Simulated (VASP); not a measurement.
# Hf3SnS4 in VASP: further runs

The runs below take Hf3SnS4 through single point, with PBE.

Everything below comes from runs of VASP 6.6.1. Logs are shortened: lines on timing, memory, paths and dates and some standing lists are left out, and cuts for length are marked.

## Step 1: The cell of the first run

The structure is trigonal, space group R-3m (No. 166). The conventional cell has a = 7.532 Å, b = 7.532 Å, c = 9.504 Å, α = 90.00°, β = 90.00°, γ = 120.00°. Hf (site symmetry 2/m) has 4 S at 2.69 Å and 2 Sn at 2.69 Å within 3.5 Å. Within 3.5 Å of Sn (site symmetry -3m) lie 6 Hf at 2.69 Å. Within 3.5 Å of S (site symmetry 2/m) lie 4 Hf at 2.69 Å and 2 S at 2.69 Å. S (site symmetry -3m) has 6 S at 2.69 Å within 3.5 Å.

The cell was generated, and may not be a known phase.

## Step 2: Single point, PBE

Input file INCAR:

```
  ALGO = Normal
  EDIFF = 1E-6
  ENCUT = 500
  GGA = PE
  GGA_COMPAT = F
  ISIF = 2
  ISMEAR = 0
  LASPH = T
  LCHARG = F
  LREAL = F
  LWAVE = F
  NBANDS = 44
  NELM = 120
  PREC = Accurate
  SIGMA = 0.15
```

Input file KPOINTS:

```
k-points
0
Gamma
  2 2 2
```

Input file POSCAR:

```
Hf3SnS4
1.0
    3.7660804277      2.1743475479      3.1680914445
   -3.7660804277      2.1743475479      3.1680914445
    0.0000000000     -4.3486950983      3.1680914428
Hf Sn S
3 1 4
Direct
    0.0000000000      0.0000000000      0.5000000000
    0.5000000000      0.0000000000      0.0000000000
    0.0000000000      0.5000000000      0.0000000000
    0.0000000000      0.0000000000      0.0000000000
    0.5000000000      0.5000000000      0.0000000000
    0.0000000000      0.5000000000      0.5000000000
    0.5000000000      0.0000000000      0.5000000000
    0.5000000000      0.5000000000      0.5000000000
```

Potentials or basis: VASP PAW PBE potentials, release 64 (Hf_pv, Sn_d, S).

Command:

```bash
> cat potpaw_PBE.64/Hf_pv/POTCAR potpaw_PBE.64/Sn_d/POTCAR potpaw_PBE.64/S/POTCAR > POTCAR
> mpirun -np 1 vasp_std > vasp.out
```

OUTCAR:

```text
EDIFF = 1E-6
   ENCUT = 500
   GGA = PE
   ISIF = 2
   ISMEAR = 0
   LASPH = T
   LREAL = F
   NELM = 120
   PREC = Accurate

 ion  position               nearest neighbor table
   1  0.000  0.000  0.500-   6 2.69   7 2.69   6 2.69   7 2.69   4 2.69   4 2.69   3 3.77   3 3.77
                             2 3.77   2 3.77   3 3.84   2 3.84   3 3.84   2 3.84
   2  0.500  0.000  0.000-   4 2.69   5 2.69   5 2.69   4 2.69   7 2.69   7 2.69   3 3.77   3 3.77
                             1 3.77   1 3.77   3 3.84   3 3.84   1 3.84   1 3.84
   3  0.000  0.500  0.000-   4 2.69   5 2.69   4 2.69   5 2.69   6 2.69   6 2.69   2 3.77   2 3.77
                             1 3.77   1 3.77   2 3.84   2 3.84   1 3.84   1 3.84
   4  0.000  0.000  0.000-   2 2.69   3 2.69   3 2.69   2 2.69   1 2.69   1 2.69
   5  0.500  0.500  0.000-   2 2.69   3 2.69   2 2.69   3 2.69   8 2.69   8 2.69
   6  0.000  0.500  0.500-   1 2.69   8 2.69   1 2.69   8 2.69   3 2.69   3 2.69
   7  0.500  0.000  0.500-   1 2.69   8 2.69   8 2.69   1 2.69   2 2.69   2 2.69
   8  0.500  0.500  0.500-   6 2.69   7 2.69   7 2.69   6 2.69   5 2.69   5 2.69

  LATTYP: Found a trigonal (rhomboedric) cell.
 ALAT       =     5.3803301430
 COS(alpha) =     0.0200784105

  Lattice vectors:

 A1 = (   3.7660804277,   2.1743475479,   3.1680914445)
 A2 = (  -3.7660804277,   2.1743475479,   3.1680914445)
 A3 = (   0.0000000000,  -4.3486950983,   3.1680914428)

Analysis of symmetry for initial positions (statically):
=====================================================================
 Subroutine PRICEL returns:
 Original cell was already a primitive cell.

 Routine SETGRP: Setting up the symmetry group for a
 trigonal (rhombohedral) supercell.

 Subroutine GETGRP returns: Found 12 space group operations
 (whereof 12 operations were pure point group operations)
 out of a pool of 12 trial point group operations.

The static configuration has the point symmetry D_3d.

Analysis of symmetry for dynamics (positions and initial velocities):
=====================================================================
 Subroutine PRICEL returns:
 Original cell was already a primitive cell.

 Routine SETGRP: Setting up the symmetry group for a
 trigonal (rhombohedral) supercell.

 Subroutine GETGRP returns: Found 12 space group operations
 (whereof 12 operations were pure point group operations)
 out of a pool of 12 trial point group operations.

The dynamic configuration has the point symmetry D_3d.

 Subroutine INISYM returns: Found 12 space group operations
 (whereof 12 operations are pure point group operations),
 and found     1 'primitive' translations

----------------------------------------------------------------------------------------

                                     Primitive cell

  volume of cell :     155.6566

  direct lattice vectors                    reciprocal lattice vectors
     3.766080428  2.174347548  3.168091444     0.132764026  0.076651346  0.105215818
    -3.766080428  2.174347548  3.168091444    -0.132764026  0.076651346  0.105215818
     0.000000000 -4.348695098  3.168091443     0.000000000 -0.153302692  0.105215818

  length of vectors
     5.380330143  5.380330143  5.380330143     0.185935698  0.185935698  0.185935698

  position of ions in fractional coordinates (direct lattice)
     0.000000000  0.000000000  0.500000000
     0.500000000  0.000000000  0.000000000
     0.000000000  0.500000000  0.000000000
     0.000000000  0.000000000  0.000000000
     0.500000000  0.500000000  0.000000000
     0.000000000  0.500000000  0.500000000
     0.500000000  0.000000000  0.500000000
     0.500000000  0.500000000  0.500000000

  ion indices of the primitive-cell ions
   primitive index   ion index
                 1           1
                 2           2
                 3           3
                 4           4
                 5           5
                 6           6
                 7           7
                 8           8

----------------------------------------------------------------------------------------

 KPOINTS: k-points

Automatic generation of k-mesh.
 Grid dimensions read from file:
 generate k-points for:    2    2    2

 Generating k-lattice:

  Cartesian coordinates                     Fractional coordinates (reciprocal lattice)
     0.066382013  0.038325673  0.052607909     0.500000000  0.000000000  0.000000000
    -0.066382013  0.038325673  0.052607909     0.000000000  0.500000000  0.000000000
     0.000000000 -0.076651346  0.052607909     0.000000000  0.000000000  0.500000000

  Length of vectors
     0.092967849  0.092967849  0.092967849

  Shift w.r.t. Gamma in fractional coordinates (k-lattice)
     0.000000000  0.000000000  0.000000000

 Subroutine IBZKPT returns following result:
 ===========================================

 Found      4 irreducible k-points:

 Following reciprocal coordinates:
            Coordinates               Weight
  0.000000  0.000000  0.000000      1.000000
  0.500000  0.000000  0.000000      3.000000
  0.500000  0.500000  0.000000      3.000000
  0.500000  0.500000  0.500000      1.000000
   k-points           NKPTS =      4   k-points in BZ     NKDIM =      4   number of bands    NBANDS=     44
   number of dos      NEDOS =    301   number of ions     NIONS =      8
   total plane-waves  NPLWV =  64000
   dimension x,y,z NGX =    40 NGY =   40 NGZ =   40
   dimension x,y,z NGXF=    80 NGYF=   80 NGZF=   80
   ions per type =               3   1   4
   NGX,Y,Z   is equivalent  to a cutoff of  12.36, 12.36, 12.36 a.u.
   NGXF,Y,Z  is equivalent  to a cutoff of  24.72, 24.72, 24.72 a.u.
 SYSTEM =  unknown system
   PREC   = accura    normal or accurate (medium, high low for compatibility)
   ISTART =      0    job   : 0-new  1-cont  2-samecut
   ICHARG =      2    charge: 1-file 2-atom 10-const
   ISPIN  =      1    spin polarized calculation?
   LNONCOLLINEAR =      F non collinear calculations
   LSORBIT =      F    spin-orbit coupling
   LASPH  =      T    aspherical Exc in radial PAW
   ENCUT  =  500.0 eV  36.75 Ry    6.06 a.u.   9.81  9.81  9.81*2*pi/ulx,y,z
   NELM   =    120;   NELMIN=  2; NELMDL= -5     # of ELM steps
   EDIFF  = 0.1E-05   stopping-criterion for ELM
   LREAL  =      F    real-space projection
   EDIFFG = 0.1E-04   stopping-criterion for IOM
   NSW    =      0    number of steps for IOM
   IBRION =     -1    ionic relax: 0-MD 1-quasi-New 2-CG
   NFREE  =      0    steps in history (QN), initial steepest desc. (CG)
   ISIF   =      2    stress and relaxation
   ISYM   =      2    0-nonsym 1-usesym 2-fastsym
   POTIM  = 0.5000    time-step for ionic-motion
   TEBEG  =    0.0;   TEEND  =   0.0 temperature during run
   PSTRESS=    0.0 pullay stress
   NELECT =      68.0000    total number of electrons
   NUPDOWN=      -1.0000    fix difference up-down
   EMIN   =  10.00;   EMAX   =-10.00  energy-range for DOS
   EFERMI =   0.00;   METHOD = LEGACY
   ISMEAR =     0;   SIGMA  =   0.15  broadening in eV -4-tet -1-fermi 0-gaus
   EFERMI_NEDOS =   21; number of points for ismear=-14 and -15
   IALGO  =     38    algorithm
   IMIX   =      4    mixing-type and parameters
     AMIX     =   0.40;   BMIX     =  1.00
     AMIX_MAG =   1.60;   BMIX_MAG =  1.00
  volume/ion in A,a.u.               =      19.46       131.30
  Fermi-wavevector in a.u.,A,eV,Ry     =   1.242192  2.347402 20.994338  1.543040
  Thomas-Fermi vector in A             =   2.376557
   LORBIT       =      0    0 simple, 1 ext, 2 COOP (PROOUT), +10 PAW based schemes
   GGA     = PE    functional components
   LHFCALC =     F    Hartree Fock is set to
   AEXX    =    0.0000 exact exchange contribution
   IVDW    =     0    specifies the selected vdW correction
   LEPSILON=     F    determine dielectric tensor
   LRPA    =     F    only Hartree local field effects (RPA)
 non-spin polarized calculation
 Gauss-broadening in eV      SIGMA  =   0.15
  energy-cutoff  :      500.00
  volume of cell :      155.66
 maximum number of plane-waves:      3966
 NGX is ok and might be reduce to    40
   NGX = 19   NGY = 19   NGZ = 19

 number of electron      68.0000015 magnetization

 Free energy of the ion-electron system (eV)
  ---------------------------------------------------
  ext. energy  EPLUGINS =         0.00000000
  ---------------------------------------------------
  free energy    TOTEN  =       -53.86812402 eV

  energy without entropy =      -53.82268963  energy(sigma->0) =      -53.84540682

 E-fermi :   7.6341     XC(G=0): -10.9944

 val. band max:        7.5660626078   @ k =   0.0000   0.0000   0.0000
 cond. band min:       7.7882325813   @ k =   0.0000   0.0000   0.0000
 fundamental gap:      0.2221699734
 Fermi energy:         7.6341277930

 k-point     1 :       0.0000    0.0000    0.0000
  band No.  band energies     occupation
      1     -24.9346      2.00000
      2     -24.9346      2.00000
      3     -24.9339      2.00000
      4     -24.8547      2.00000
      5     -24.8547      2.00000
      6     -24.8485      2.00000
[... 36 lines left out ...]
     43       9.2553      0.00000
     44       9.2883      0.00000

 k-point     2 :       0.5000    0.0000    0.0000
  band No.  band energies     occupation
      1     -24.9317      2.00000
      2     -24.9234      2.00000
      3     -24.9208      2.00000
      4     -24.8672      2.00000
      5     -24.8587      2.00000
      6     -24.8540      2.00000
[... 36 lines left out ...]
     43       9.3841      0.00000
     44       9.4765      0.00000

 k-point     3 :       0.5000    0.5000    0.0000
  band No.  band energies     occupation
      1     -24.9663      2.00000
      2     -24.9077      2.00000
      3     -24.9056      2.00000
      4     -24.8971      2.00000
      5     -24.8612      2.00000
      6     -24.8571      2.00000
[... 36 lines left out ...]
     43       9.4316      0.00000
     44       9.7081      0.00000

 k-point     4 :       0.5000    0.5000    0.5000
  band No.  band energies     occupation
      1     -25.0009      2.00000
      2     -24.9097      2.00000
      3     -24.9040      2.00000
      4     -24.9040      2.00000
      5     -24.8958      2.00000
      6     -24.8958      2.00000
[... 36 lines left out ...]
     43      10.1050      0.00000
     44      10.7092      0.00000

------------------------ aborting loop because EDIFF is reached ----------------------------------------

  FORCE on cell =-STRESS in cart. coord.  units (eV):
  Direction    XX          YY          ZZ          XY          YZ          ZX
  --------------------------------------------------------------------------------------
  -------------------------------------------------------------------------------------
  Total        0.1826552      0.1826552     -0.7173824      0.0000000      0.0000000      0.0000000
  in kB        1.8800752      1.8800752     -7.3840358      0.0000000      0.0000000      0.0000000
  external PRESSURE =      -1.2079618 kB  Pullay stress =       0.0000000 kB

 VOLUME and BASIS-vectors are now :
 -----------------------------------------------------------------------------
  energy-cutoff  :      500.00
  volume of cell :      155.66
      direct lattice vectors                 reciprocal lattice vectors
     3.766080428  2.174347548  3.168091444     0.132764026  0.076651346  0.105215818
    -3.766080428  2.174347548  3.168091444    -0.132764026  0.076651346  0.105215818
     0.000000000 -4.348695098  3.168091443     0.000000000 -0.153302692  0.105215818

 POSITION                                       TOTAL-FORCE (eV/Angst)
 -----------------------------------------------------------------------------------
      0.00000     -2.17435      1.58405        -0.000000     -0.000000     -0.000000
      1.88304      1.08717      1.58405        -0.000000      0.000000     -0.000000
     -1.88304      1.08717      1.58405        -0.000000      0.000000      0.000000
      0.00000      0.00000      0.00000        -0.000000      0.000000     -0.000000
      0.00000      2.17435      3.16809         0.000000      0.000000     -0.000000
     -1.88304     -1.08717      3.16809        -0.000000      0.000000     -0.000000
      1.88304     -1.08717      3.16809         0.000000     -0.000000     -0.000000
      0.00000     -0.00000      4.75214        -0.000000      0.000000      0.000000
 -----------------------------------------------------------------------------------
    total drift:                               -0.000000      0.000000      0.000000

  FREE ENERGIE OF THE ION-ELECTRON SYSTEM (eV)
  ---------------------------------------------------
  free  energy   TOTEN  =       -53.8681240206 eV

  energy  without entropy=      -53.8226896254  energy(sigma->0) =      -53.84540682
```

Wall time 57 s (1 thread of Intel Xeon 8259CL, shared host); peak memory 0.25 GiB.

Results:

- Free energy: -53.8681 eV
- Pressure: -0.1 GPa
- Band gap on the k mesh: zero (bands 34 and 35 overlap by 0.54 eV)

Stress tensor (GPa, compression positive):
```
 0.19  0.00  0.00
 0.00  0.19  0.00
 0.00  0.00 -0.74
```

Caveat: the k points lie up to 0.58 Å⁻¹ apart, too coarse for converged energies and pressures of a metal; spin-orbit coupling is left out, which moves the levels of the heavy elements.

[end of part 1 of 3]

The gap in the log of VASP goes by the Fermi energy; the results here count the filled bands.